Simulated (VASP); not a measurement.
Input of a VASP 6.6.1 run:

File INCAR:

```
PREC     = Accurate       # precision mode
ENCUT    = 520            # plane-wave cutoff, eV
EDIFF    = 1E-6           # SCF threshold, eV
ISMEAR   = -1             # smearing method
SIGMA    = 0.1            # smearing width, eV
LREAL    = F              # projectors in reciprocal space
LASPH    = T              # aspherical terms in the spheres
NELM     = 80             # most SCF steps
ALGO     = Normal         # electronic algorithm
ISIF     = 2              # what is computed and relaxed
LWAVE    = F              # write WAVECAR
LCHARG   = F              # write CHGCAR
GGA      = PS             # functional
NBANDS   = 12             # bands
```

The input KPOINTS:

```
regular mesh
0
Gamma
  12 12 12
```

File POSCAR:

```
Zr
1.0
    2.7857694345      0.0000000000      0.0000000000
    0.0000000000      2.7857694345      0.0000000000
    0.0000000000      0.0000000000      2.7857694345
Zr
1
Direct
    0.0000000000      0.0000000000      0.0000000000
```

Potentials or basis: VASP PAW PBE potentials, release 64 (Zr_sv).

Launch:

```console
$ cat potpaw_PBE.64/Zr_sv/POTCAR > POTCAR
$ mpirun -np 1 vasp_std > vasp.out
```

**Question.** What does it give for the pressure?

**Answer.** 7.4 GPa.

**Question.** What does it give for the band gap on the k mesh?

**Answer.** Zero (band 6 reaches 10.47 eV, above the bottom of band 7 at 7.31 eV).

Caveat: the PAW data sets were made with another functional, which shifts forces and pressure a little.
